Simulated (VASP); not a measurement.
Set up this calculation in VASP 6.6.1, as the native input.

| Property | Result |
| --- | --- |
| Task | single point |
| Functional | PBEsol |
| Potentials or basis | VASP PAW PBE potentials, release 64 (W_sv) |
| Cutoff | 520 eV |
| k mesh | 23 × 23 × 7 |
| Occupations | gaussian, width 0.15 eV |
| Spin | no spin polarisation |
| Dipole correction | no |
| Further INCAR settings | ALGO = Fast; EDIFF = 1e-07; NBANDS = 36 |

The structure of W lies in POSCAR:

```
W
1.0
   -1.5771801388      1.5771801388     -1.5771801388
   -1.5771801388     -1.5771801388      1.5771801388
    0.0000000000      6.8345524133      5.7828886967
W
4
Direct
   -0.1458625000      0.1458625000      0.8750000000
    0.4791625000      0.5208375000      0.1250000000
   -0.0625125000      0.0625125000      0.3750000000
    0.3958125000      0.6041875000      0.6250000000
```

This cell differs from its parent crystal: the part above a cut slid along it.

These files were run (other wordings do the same):

INCAR

```
SYSTEM = W
PREC = Accurate ; ENCUT = 520
EDIFF = 1E-7 ; ISMEAR = 0
SIGMA = 0.15 ; LREAL = .False.
LASPH = .True. ; NELM = 100
ALGO = Fast ; ISIF = 2
LWAVE = .False. ; LCHARG = .True.
GGA = PS ; LVHAR = .True.
NBANDS = 36 ; KPAR = 4
```

KPOINTS

```
Automatic mesh
0
Gamma
  23 23 7
  0 0 0
```

Potentials or basis: VASP PAW PBE potentials, release 64 (W_sv).

Run with:

```bash
$ cat potpaw_PBE.64/W_sv/POTCAR > POTCAR
$ mpirun -np 4 vasp_std > vasp.out
```

Results of the run:

- Pressure: 3.1 GPa
- Largest force: 1.665 eV/Å
- Band gap on the k mesh: zero (bands 28 and 29 overlap by 2.25 eV)

Caveat: the cell differs from its parent crystal (the part above a cut slid along it); the stress differs along the axes, from -0 to 9 GPa; the PAW data sets were made with another functional, which shifts forces and pressure a little; spin-orbit coupling is left out, which moves the levels of the heavy elements.

Run time: 7.8 min on 4 MPI ranks on Oxide Virtual Turin-like Processor (shared host), peak memory 1.4 GiB a rank.
